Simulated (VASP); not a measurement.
LiF: G0W0 quasiparticle levels with LDA

LiF:

```
CELL_PARAMETERS angstrom
0.00000 1.99487 1.99487
1.99487 0.00000 1.99487
1.99487 1.99487 0.00000
ATOMIC_POSITIONS crystal
Li 0.00000 0.00000 0.00000
F 0.50000 0.50000 0.50000
```

```json
{
  "Program": "VASP 6.6.1",
  "Task": "G0W0 quasiparticle levels",
  "Functional": "LDA",
  "Potentials or basis": "VASP PAW LDA potentials, release 64 (Li_GW, F_GW)",
  "Cutoff": "500 eV",
  "k mesh": "6 × 6 × 6",
  "Occupations": "gaussian, width 0.01 eV",
  "Spin": "no spin polarisation",
  "Dipole correction": "no",
  "GW scheme": "G0W0",
  "GW iterations": "1",
  "Cutoff of the response function": "140",
  "Frequency points": "96",
  "Empty bands": "59",
  "Further INCAR settings": "ALGO = EVGW0; EDIFF = 1e-08; NBANDS = 63"
}
```

| Property | Result |
| --- | --- |
| Quasiparticle gap | 13.60 eV |
| Least direct quasiparticle gap | 13.60 eV |
| Band gap of the starting levels on the mesh | 9.09 eV |
| Least direct gap of the starting levels on the mesh | 9.09 eV |

Wall time 36 s on 1 thread of Intel(R) Xeon(R) 6975P-C (Granite Rapids) (shared host), peak memory 0.27 GiB.

Caveat: the k points lie up to 0.45 Å⁻¹ apart; bands, screening cutoff and mesh are small and nothing is extrapolated, so the quasiparticle values aren't converged.
